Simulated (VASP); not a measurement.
# PbS (Cmcm) in VASP: single point with PBEsol+D3(BJ)

Aim: the single point of PbS with PBEsol+D3(BJ).

Everything below comes from runs of VASP 6.6.1. Logs are shortened: lines on timing, memory, paths and dates and some standing lists are left out, and cuts for length are marked.

### 1 The cell of the first run

It takes space group Cmcm (No. 63, orthorhombic). Conventional cell: a = 4.160 Å, b = 11.983 Å, c = 4.279 Å, α = 90.00°, β = 90.00°, γ = 90.00°. Pb (site symmetry m2m) has 5 S at 2.69 to 2.99 Å within 3.5 Å. Within 3.5 Å of S (site symmetry m2m) lie 5 Pb at 2.69 to 2.99 Å.

### 2 Single point, PBEsol+D3(BJ)

File INCAR:

```
ALGO = Normal
EDIFF = 1E-7
ENCUT = 520
GGA = PS
ISIF = 2
ISMEAR = 0
IVDW = 12
LASPH = True
LCHARG = False
LREAL = False
LWAVE = False
NBANDS = 28
NELM = 60
PREC = Accurate
SIGMA = 0.01
```

File KPOINTS:

```
k-points
0
Gamma
  3 3 3
```

File POSCAR:

```
PbS
1.0
    2.0799530000     -5.9912970000      0.0000000000
    2.0799530000      5.9912970000      0.0000000000
    0.0000000000      0.0000000000      4.2793210000
Pb S
2 2
Direct
    0.8694370000      0.1305630000      0.7500000000
    0.1305630000      0.8694370000      0.2500000000
    0.6452030000      0.3547970000      0.7500000000
    0.3547970000      0.6452030000      0.2500000000
```

Potentials or basis: VASP PAW PBE potentials, release 64 (Pb_d, S).

Launch:

```bash
$ cat potpaw_PBE.64/Pb_d/POTCAR potpaw_PBE.64/S/POTCAR > POTCAR
$ mpirun -np 1 vasp_std > vasp.out
```

OUTCAR:

```text
EDIFF = 1E-7
   ENCUT = 520
   GGA = PS
   ISIF = 2
   ISMEAR = 0
   IVDW = 12
   LASPH = True
   LREAL = False
   NELM = 60
   PREC = Accurate
 IVDW          = 12

 ion  position               nearest neighbor table
   1  0.869  0.131  0.750-   3 2.69   4 2.99   4 2.99   4 2.99   4 2.99   2 3.79   2 3.79   2 4.13
                             2 4.13   2 4.13   2 4.13
   2  0.131  0.869  0.250-   4 2.69   3 2.99   3 2.99   3 2.99   3 2.99   1 3.79   1 3.79   1 4.13
                             1 4.13   1 4.13   1 4.13
   3  0.645  0.355  0.750-   1 2.69   2 2.99   2 2.99   2 2.99   2 2.99
   4  0.355  0.645  0.250-   2 2.69   1 2.99   1 2.99   1 2.99   1 2.99

  LATTYP: Found a base centered orthorhombic cell.
 ALAT       =     4.1599060000
 B/A-ratio  =     2.8804963381
 C/A-ratio  =     1.0287061775

  Lattice vectors:

 A1 = (   2.0799530000,  -5.9912970000,   0.0000000000)
 A2 = (   2.0799530000,   5.9912970000,   0.0000000000)
 A3 = (   0.0000000000,   0.0000000000,   4.2793210000)

Analysis of symmetry for initial positions (statically):
=====================================================================
 Subroutine PRICEL returns:
 Original cell was already a primitive cell.

 Routine SETGRP: Setting up the symmetry group for a
 base centered orthorhombic supercell.

 Subroutine GETGRP returns: Found  8 space group operations
 (whereof  4 operations were pure point group operations)
 out of a pool of  8 trial point group operations.

The static configuration has the point symmetry C_2h.
 The point group associated with its full space group is D_2h.

Analysis of symmetry for dynamics (positions and initial velocities):
=====================================================================
 Subroutine PRICEL returns:
 Original cell was already a primitive cell.

 Routine SETGRP: Setting up the symmetry group for a
 base centered orthorhombic supercell.

 Subroutine GETGRP returns: Found  8 space group operations
 (whereof  4 operations were pure point group operations)
 out of a pool of  8 trial point group operations.

The dynamic configuration has the point symmetry C_2h.
 The point group associated with its full space group is D_2h.

 Subroutine INISYM returns: Found  8 space group operations
 (whereof  4 operations are pure point group operations),
 and found     1 'primitive' translations

----------------------------------------------------------------------------------------

                                     Primitive cell

  volume of cell :     106.6545

  direct lattice vectors                    reciprocal lattice vectors
     2.079953000 -5.991297000  0.000000000     0.240390047 -0.083454384  0.000000000
     2.079953000  5.991297000  0.000000000     0.240390047  0.083454384  0.000000000
     0.000000000  0.000000000  4.279321000     0.000000000  0.000000000  0.233681932

  length of vectors
     6.342069396  6.342069396  4.279321000     0.254464161  0.254464161  0.233681932

  position of ions in fractional coordinates (direct lattice)
     0.869437000  0.130563000  0.750000000
     0.130563000  0.869437000  0.250000000
     0.645203000  0.354797000  0.750000000
     0.354797000  0.645203000  0.250000000

  ion indices of the primitive-cell ions
   primitive index   ion index
                 1           1
                 2           2
                 3           3
                 4           4

----------------------------------------------------------------------------------------

 KPOINTS: k-points

Automatic generation of k-mesh.
 Grid dimensions read from file:
 generate k-points for:    3    3    3

 Generating k-lattice:

  Cartesian coordinates                     Fractional coordinates (reciprocal lattice)
     0.080130016 -0.027818128  0.000000000     0.333333333  0.000000000  0.000000000
     0.080130016  0.027818128  0.000000000     0.000000000  0.333333333  0.000000000
     0.000000000  0.000000000  0.077893977     0.000000000  0.000000000  0.333333333

  Length of vectors
     0.084821387  0.084821387  0.077893977

  Shift w.r.t. Gamma in fractional coordinates (k-lattice)
     0.000000000  0.000000000  0.000000000

 Subroutine IBZKPT returns following result:
 ===========================================

 Found      8 irreducible k-points:

 Following reciprocal coordinates:
            Coordinates               Weight
  0.000000  0.000000  0.000000      1.000000
  0.333333  0.000000  0.000000      4.000000
  0.333333  0.333333  0.000000      2.000000
 -0.333333  0.333333  0.000000      2.000000
  0.000000  0.000000  0.333333      2.000000
  0.333333  0.000000  0.333333      8.000000
  0.333333  0.333333  0.333333      4.000000
 -0.333333  0.333333  0.333333      4.000000
   k-points           NKPTS =      8   k-points in BZ     NKDIM =      8   number of bands    NBANDS=     28
   number of dos      NEDOS =    301   number of ions     NIONS =      4
   total plane-waves  NPLWV =  73728
   dimension x,y,z NGX =    48 NGY =   48 NGZ =   32
   dimension x,y,z NGXF=    96 NGYF=   96 NGZF=   64
   ions per type =               2   2
   NGX,Y,Z   is equivalent  to a cutoff of  12.58, 12.58, 12.43 a.u.
   NGXF,Y,Z  is equivalent  to a cutoff of  25.16, 25.16, 24.86 a.u.
 SYSTEM =  unknown system
   PREC   = accura    normal or accurate (medium, high low for compatibility)
   ISTART =      0    job   : 0-new  1-cont  2-samecut
   ICHARG =      2    charge: 1-file 2-atom 10-const
   ISPIN  =      1    spin polarized calculation?
   LNONCOLLINEAR =      F non collinear calculations
   LSORBIT =      F    spin-orbit coupling
   LASPH  =      T    aspherical Exc in radial PAW
   ENCUT  =  520.0 eV  38.22 Ry    6.18 a.u.  11.79 11.79  7.96*2*pi/ulx,y,z
   NELM   =     60;   NELMIN=  2; NELMDL= -5     # of ELM steps
   EDIFF  = 0.1E-06   stopping-criterion for ELM
   LREAL  =      F    real-space projection
   EDIFFG = 0.1E-05   stopping-criterion for IOM
   NSW    =      0    number of steps for IOM
   IBRION =     -1    ionic relax: 0-MD 1-quasi-New 2-CG
   NFREE  =      0    steps in history (QN), initial steepest desc. (CG)
   ISIF   =      2    stress and relaxation
   ISYM   =      2    0-nonsym 1-usesym 2-fastsym
   POTIM  = 0.5000    time-step for ionic-motion
   TEBEG  =    0.0;   TEEND  =   0.0 temperature during run
   PSTRESS=    0.0 pullay stress
   NELECT =      40.0000    total number of electrons
   NUPDOWN=      -1.0000    fix difference up-down
   EMIN   =  10.00;   EMAX   =-10.00  energy-range for DOS
   EFERMI =   0.00;   METHOD = LEGACY
   ISMEAR =     0;   SIGMA  =   0.01  broadening in eV -4-tet -1-fermi 0-gaus
   EFERMI_NEDOS =   21; number of points for ismear=-14 and -15
   IALGO  =     38    algorithm
   IMIX   =      4    mixing-type and parameters
     AMIX     =   0.40;   BMIX     =  1.00
     AMIX_MAG =   1.60;   BMIX_MAG =  1.00
  volume/ion in A,a.u.               =      26.66       179.94
  Fermi-wavevector in a.u.,A,eV,Ry     =   1.180597  2.231005 18.963933  1.393810
  Thomas-Fermi vector in A             =   2.316887
   LORBIT       =      0    0 simple, 1 ext, 2 COOP (PROOUT), +10 PAW based schemes
   GGA     = PS    functional components
   LHFCALC =     F    Hartree Fock is set to
   AEXX    =    0.0000 exact exchange contribution
   IVDW    =    12    specifies the selected vdW correction
   LEPSILON=     F    determine dielectric tensor
   LRPA    =     F    only Hartree local field effects (RPA)
 non-spin polarized calculation
 Gauss-broadening in eV      SIGMA  =   0.01
  energy-cutoff  :      520.00
  volume of cell :      106.65
 maximum number of plane-waves:      2881
   NGX = 23   NGY = 23   NGZ = 15

 number of electron      40.0000007 magnetization

 Free energy of the ion-electron system (eV)
  ---------------------------------------------------
  ext. energy  EPLUGINS =         0.00000000
  ---------------------------------------------------
  free energy    TOTEN  =       -18.79163541 eV

  energy without entropy =      -18.79163541  energy(sigma->0) =      -18.79163541

 E-fermi :   4.7142     XC(G=0):  -9.7806

 val. band max:        4.6662581694   @ k =  -0.3333   0.3333   0.3333
 cond. band min:       6.3446660199   @ k =  -0.3333   0.3333   0.3333
 fundamental gap:      1.6784078505
 Fermi energy:         4.7141975920

 k-point     1 :       0.0000    0.0000    0.0000
  band No.  band energies     occupation
      1     -11.5295      2.00000
      2     -11.4236      2.00000
      3     -11.4152      2.00000
      4     -11.4113      2.00000
      5     -11.3784      2.00000
      6     -11.3703      2.00000
[... 20 lines left out ...]
     27      10.8537      0.00000
     28      11.6801      0.00000

 k-point     2 :       0.3333    0.0000    0.0000
  band No.  band energies     occupation
      1     -11.4756      2.00000
      2     -11.4150      2.00000
      3     -11.4114      2.00000
      4     -11.3970      2.00000
      5     -11.3835      2.00000
      6     -11.3788      2.00000
[... 20 lines left out ...]
     27      12.5867      0.00000
     28      12.6886      0.00000

 k-point     3 :       0.3333    0.3333    0.0000
  band No.  band energies     occupation
      1     -11.4685      2.00000
      2     -11.4198      2.00000
      3     -11.4100      2.00000
      4     -11.3923      2.00000
      5     -11.3855      2.00000
      6     -11.3765      2.00000
[... 20 lines left out ...]
     27      11.9933      0.00000
     28      13.2617      0.00000

 k-point     4 :      -0.3333    0.3333    0.0000
  band No.  band energies     occupation
      1     -11.5240      2.00000
      2     -11.4235      2.00000
      3     -11.3963      2.00000
      4     -11.3897      2.00000
      5     -11.3891      2.00000
      6     -11.3781      2.00000
[... 20 lines left out ...]
     27      11.2899      0.00000
     28      11.7126      0.00000

 k-point     5 :       0.0000    0.0000    0.3333
  band No.  band energies     occupation
      1     -11.4762      2.00000
      2     -11.4310      2.00000
      3     -11.4052      2.00000
      4     -11.3983      2.00000
      5     -11.3975      2.00000
      6     -11.3773      2.00000
[... 20 lines left out ...]
     27      12.2516      0.00000
     28      13.5186      0.00000

 k-point     6 :       0.3333    0.0000    0.3333
  band No.  band energies     occupation
      1     -11.4956      2.00000
      2     -11.4728      2.00000
      3     -11.4168      2.00000
      4     -11.3932      2.00000
      5     -11.3755      2.00000
      6     -11.3667      2.00000
[... 20 lines left out ...]
     27      12.0652      0.00000
     28      12.9946      0.00000

 k-point     7 :       0.3333    0.3333    0.3333
  band No.  band energies     occupation
      1     -11.4947      2.00000
      2     -11.4724      2.00000
      3     -11.4128      2.00000
      4     -11.3893      2.00000
      5     -11.3831      2.00000
      6     -11.3639      2.00000
[... 20 lines left out ...]
     27      11.0764      0.00000
     28      11.4316      0.00000

 k-point     8 :      -0.3333    0.3333    0.3333
  band No.  band energies     occupation
      1     -11.4831      2.00000
      2     -11.4342      2.00000
      3     -11.3955      2.00000
      4     -11.3882      2.00000
      5     -11.3844      2.00000
      6     -11.3785      2.00000
[... 20 lines left out ...]
     27      12.3938      0.00000
     28      13.1895      0.00000

------------------------ aborting loop because EDIFF is reached ----------------------------------------

 Edisp (eV)   -1.28551

 E8    (eV) :    -0.8676

  FORCE on cell =-STRESS in cart. coord.  units (eV):
  Direction    XX          YY          ZZ          XY          YZ          ZX
  --------------------------------------------------------------------------------------
  -------------------------------------------------------------------------------------
  Total      -3.01468    -1.74291    -3.05107     0.00000     0.00000     0.00000
  in kB     -45.28697   -26.18221   -45.83349     0.00000     0.00000     0.00000
  external pressure =      -39.10 kB  Pullay stress =        0.00 kB

 VOLUME and BASIS-vectors are now :
 -----------------------------------------------------------------------------
  energy-cutoff  :      520.00
  volume of cell :      106.65
      direct lattice vectors                 reciprocal lattice vectors
     2.079953000 -5.991297000  0.000000000     0.240390047 -0.083454384  0.000000000
     2.079953000  5.991297000  0.000000000     0.240390047  0.083454384  0.000000000
     0.000000000  0.000000000  4.279321000     0.000000000  0.000000000  0.233681932

 POSITION                                       TOTAL-FORCE (eV/Angst)
 -----------------------------------------------------------------------------------
      2.07995     -4.42681      3.20949         0.000000      0.040263      0.000000
      2.07995      4.42681      1.06983         0.000000     -0.040263      0.000000
      2.07995     -1.73991      3.20949         0.000000      0.227417      0.000000
      2.07995      1.73991      1.06983         0.000000     -0.227417     -0.000000
 -----------------------------------------------------------------------------------
    total drift:                                0.000000     -0.000000      0.000000

  FREE ENERGIE OF THE ION-ELECTRON SYSTEM (eV)
  ---------------------------------------------------
  free  energy   TOTEN  =       -20.0771405379 eV

  energy  without entropy=      -20.0771405379  energy(sigma->0) =      -20.07714054
```

Wall time 68 s (1 thread of Intel Xeon 8259CL, shared host); peak memory 0.25 GiB.

What came out:

```
Free energy                : -20.0771 eV
Pressure                   : -3.9 GPa
Largest force              : 0.227 eV/Å
Band gap on the k mesh     : 1.68 eV, direct
Dispersion energy per atom : -0.321 eV
```

Forces in eV/Å, atoms in the order of the input:
```
Pb   0.000  0.040  0.000
Pb   0.000 -0.040  0.000
S    0.000  0.227  0.000
S    0.000 -0.227  0.000
```

Caveat: the k points lie up to 0.53 Å⁻¹ apart; the PAW data sets were made with another functional, which shifts forces and pressure a little; spin-orbit coupling is left out, which moves the levels of the heavy elements.
